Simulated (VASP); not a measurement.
Set up this calculation in VASP 6.6.1, as the native input.

```
Task                   : single point
Functional             : LDA
Potentials or basis    : VASP PAW LDA potentials, release 64 (W_sv)
Cutoff                 : 520 eV
k mesh                 : 12 × 12 × 12
Occupations            : fermi-dirac, width 0.15 eV
Spin                   : no spin polarisation
Dipole correction      : no
Further INCAR settings : ALGO = Normal; EDIFF = 1e-06; NBANDS = 13
```

The structure of W lies in POSCAR:

```
W
1.0
    0.0000000000      2.0300000000      2.0300000000
    2.0300000000      0.0000000000      2.0300000000
    2.0300000000      2.0300000000      0.0000000000
W
1
Direct
    0.0000000000      0.0000000000      0.0000000000
```

These files were run (other wordings do the same):

INCAR

```
SYSTEM = W
ALGO     = Normal         ! electronic algorithm
EDIFF    = 1E-6           ! SCF threshold, eV
ENCUT    = 520            ! plane-wave cutoff, eV
ISIF     = 2              ! what is computed and relaxed
ISMEAR   = -1             ! smearing method
LASPH    = .TRUE.         ! aspherical terms in the spheres
LCHARG   = .TRUE.         ! write CHGCAR
LELF     = .TRUE.         ! ELF
LREAL    = .FALSE.        ! projectors in reciprocal space
LVHAR    = .TRUE.       
LWAVE    = .FALSE.        ! write WAVECAR
NBANDS   = 13             ! bands
NELM     = 80             ! most SCF steps
PREC     = Accurate       ! precision mode
SIGMA    = 0.15           ! smearing width, eV
```

KPOINTS

```
k-points
0
G
  12 12 12
  0 0 0
```

Potentials or basis: VASP PAW LDA potentials, release 64 (W_sv).

Command:

```bash
$ cat potpaw_LDA.64/W_sv/POTCAR > POTCAR
$ mpirun -np 1 vasp_std > vasp.out
```

It gave:

```json
{"Pressure": "-16.3 GPa", "Band gap on the k mesh": "zero (band 7 reaches 13.17 eV, above the bottom of band 8 at 9.53 eV)"}
```

Caveat: spin-orbit coupling is left out, which moves the levels of the heavy elements.

Run time: 4.6 s on 1 thread of Intel(R) Xeon(R) 6975P-C (Granite Rapids) (shared host), peak memory 0.13 GiB.
